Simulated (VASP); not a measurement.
A run of VASP 6.6.1:

The input INCAR:

```
ALGO = Normal
EDIFF = 1E-8
ENCUT = 520
GGA = CA
ISIF = 2
ISMEAR = -1
ISPIN = 2
LASPH = True
LCHARG = False
LEFG = True
LMAXMIX = 4
LORBIT = 11
LREAL = False
LWAVE = False
MAGMOM = 1.5 1.5
NBANDS = 21
NELM = 150
PREC = Accurate
SIGMA = 0.08
```

File KPOINTS:

```
k-points
0
Gamma
  15 15 8
```

The input POSCAR:

```
Ni
1.0
    2.4480228978      0.0000000000      0.0000000000
   -1.2240114489      2.1200500186      0.0000000000
    0.0000000000      0.0000000000      4.0728075700
Ni
2
Direct
    0.3333333333      0.6666666667      0.2500000000
    0.6666666667      0.3333333333      0.7500000000
```

Potentials or basis: VASP PAW LDA potentials, release 64 (Ni).

Run with:

```bash
$ cat potpaw_LDA.64/Ni/POTCAR > POTCAR
$ mpirun -np 1 vasp_std > vasp.out
```

Hardware: 1 thread of Intel Xeon 8259CL, with other jobs on the host.

Q: How long does it take, and how much memory?

A: It took 2.7 min on 1 thread of Intel Xeon 8259CL, on a shared host, peak memory 0.19 GiB. Counts: scf iterations 15, k points 135.
